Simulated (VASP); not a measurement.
Input of a VASP 6.6.1 run:

INCAR

```
SYSTEM = Gd3PbC
ALGO = Normal ; EDIFF = 1E-6
ENCUT = 520 ; GGA = RP
ISIF = 2 ; ISMEAR = -1
ISPIN = 2 ; LASPH = .TRUE.
LCHARG = .FALSE. ; LMAXMIX = 6
LORBIT = 11 ; LREAL = .FALSE.
LWAVE = .FALSE. ; MAGMOM = 9.1 9.1 9.1 0 0
NBANDS = 48 ; NELM = 150
PREC = Accurate ; SIGMA = 0.1
```

Contents of KPOINTS:

```
k-points
0
G
  5 5 5
  0 0 0
```

The input POSCAR:

```
Gd3PbC
1.0
    5.7887330000      0.0000000000      0.0000000000
    0.0000000000      5.7887330000      0.0000000000
    0.0000000000      0.0000000000      5.7887330000
Gd Pb C
3 1 1
Direct
    0.0000000000      0.5000000000      0.5000000000
    0.5000000000      0.5000000000      0.0000000000
    0.5000000000      0.0000000000      0.5000000000
    0.5000000000      0.5000000000      0.5000000000
    0.0000000000      0.0000000000      0.0000000000
```

Potentials or basis: VASP PAW PBE potentials, release 64 (Gd, Pb_d, C).

The run is started by

```bash
$ cat potpaw_PBE.64/Gd/POTCAR potpaw_PBE.64/Pb_d/POTCAR potpaw_PBE.64/C/POTCAR > POTCAR
$ mpirun -np 1 vasp_std > vasp.out
```

Estimate the site moments.

Gd +6.77; Pb -0.06; C -0.53 μB.

What does it give for the pressure?

1.8 GPa.

Predict the net moment.

20.98 μB per cell.

Caveat: the highest band is partly filled, so the run has too few bands; the PAW data sets were made with another functional, which shifts forces and pressure a little. The state reached can hang on the start; a lower one may exist.
